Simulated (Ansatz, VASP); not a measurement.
**Two plane-wave programs on SnTe**

```
Sn Te
1.0
     4.27372    0.00000    0.00000
    -2.13686    3.70115    0.00000
     0.00000    0.00000    4.16251
Sn Te
1 1
Direct
  0.66667 0.33333 0.00000
  0.00000 0.00000 0.50000
```

Change from the starting cell: species swapped into the TbSm type (P-6m2, No. 187).

Alike in both runs: functional PBE; k mesh 18 × 18 × 14; occupations gaussian, width 0.1 eV; no spin polarisation.

Ansatz relaxed the structure, and its values are those at the end. VASP's run is a single point on that final structure, the one shown.

```csv
,VASP,Ansatz
version,VASP 6.6.1,Ansatz 0.2.0
potentials or method,"VASP PAW PBE potentials, release 64 (Sn_d, Te), cutoff 520 eV","scalar-relativistic, plane waves, PAW"
valence electrons in the cell,20,30
```

|  | VASP | Ansatz | Ansatz less VASP |
| --- | --- | --- | --- |
| gap on the k mesh at the Fermi level (eV) | none | none | - |
| pressure (GPa) | 0.0 | 0.0 | +0.05 |

A gap of «none» marks a metal or a gap that the smearing closes. With one functional, cell and mesh, what is left measures potentials, basis and numerics. VASP's potentials hold 20 valence electrons a cell and Ansatz's 30, so a difference there can come from the potentials and not from the codes.

Spin-orbit coupling is off throughout.
